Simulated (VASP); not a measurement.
A run of VASP 6.6.1 is set up as follows.

INCAR

```
PREC = Accurate ; ENCUT = 500
EDIFF = 1E-6 ; ISMEAR = 0
SIGMA = 0.1 ; LREAL = False
LASPH = True ; NELM = 200
ALGO = Normal ; ISIF = 2
LWAVE = False ; LCHARG = False
GGA = PE ; NBANDS = 20
GGA_COMPAT = False ; LMAXMIX = 6
```

Contents of KPOINTS:

```
Automatic mesh
0
Gamma
  6 6 2
```

The input POSCAR:

```
KTmH4
1.0
    3.6359474900      0.0000000000      0.0000000000
   -1.8179737400      3.1488228900      0.0000000000
    0.0000000000      0.0000000000      9.3128954200
K Tm H
1 1 4
Direct
    0.0000000000      0.0000000000      0.0000000000
    0.0000000000      0.0000000000      0.5000000000
    0.6666666700      0.3333333300      0.7179964200
    0.6666666700      0.3333333300      0.2017543500
    0.3333333300      0.6666666700      0.7982456500
    0.3333333300      0.6666666700      0.2820035800
```

Potentials or basis: VASP PAW PBE potentials, release 64 (K_sv, Tm_3, H), 4f in core.

Launch:

```sh
$ cat potpaw_PBE.64/K_sv/POTCAR potpaw_PBE.64/Tm_3/POTCAR potpaw_PBE.64/H/POTCAR > POTCAR
$ mpirun -np 1 vasp_std > vasp.out
```

Estimate the pressure.

-8.0 GPa.

Predict the largest force.

1.424 eV/Å.

Estimate the band gap on the k mesh.

zero (bands 11 and 12 overlap by 0.74 eV).

Forces on the atoms (eV/Å):
```
K    0.000  0.000  0.000
Tm   0.000  0.000  0.000
H    0.000  0.000 -1.424
H    0.000  0.000  0.180
H    0.000  0.000 -0.180
H    0.000  0.000  1.424
```

Caveat: the cell stands under tension; spin-orbit coupling is left out, which moves the levels of the heavy elements; the 4f electrons are frozen in the core, so they carry no moment and show no levels; forces of over 1 eV/Å act on the atoms, so gaps and moduli don't describe the material at rest. Spin polarisation is off, so any magnetic state and its effect on volume and gap are missing.
